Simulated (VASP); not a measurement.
A run of VASP 6.6.1:

INCAR

```
  ALGO = Normal
  EDIFF = 1E-6
  EDIFFG = -0.01
  ENCUT = 600
  GGA = PS
  IBRION = 2
  ISIF = 3
  ISMEAR = -1
  IVDW = 12
  LASPH = True
  LCHARG = False
  LREAL = False
  LWAVE = False
  NELM = 100
  NSW = 80
  PREC = Accurate
  SIGMA = 0.05
```

The input KPOINTS:

```
k-points
0
Gamma
  11 11 11
```

Contents of POSCAR:

```
MgO
1.0
    0.0000000000      2.0970013927      2.0970013927
    2.0970013927      0.0000000000      2.0970013927
    2.0970013927      2.0970013927      0.0000000000
Mg O
1 1
Direct
    0.0000000000      0.0000000000      0.0000000000
    0.5000000000      0.5000000000      0.5000000000
```

Potentials or basis: VASP PAW PBE potentials, release 64 (Mg, O).

Command:

```console
$ cat potpaw_PBE.64/Mg/POTCAR potpaw_PBE.64/O/POTCAR > POTCAR
$ mpirun -np 1 vasp_std > vasp.out
```

Hardware: 1 thread of Intel Xeon 6975P-C (shared host).

Task: Estimate the wall time of this run.

Result: Wall time 10 s on 1 thread of Intel Xeon 6975P-C (shared host), peak memory 0.16 GiB. Counts: scf iterations 22, k points 56, ion steps 3.
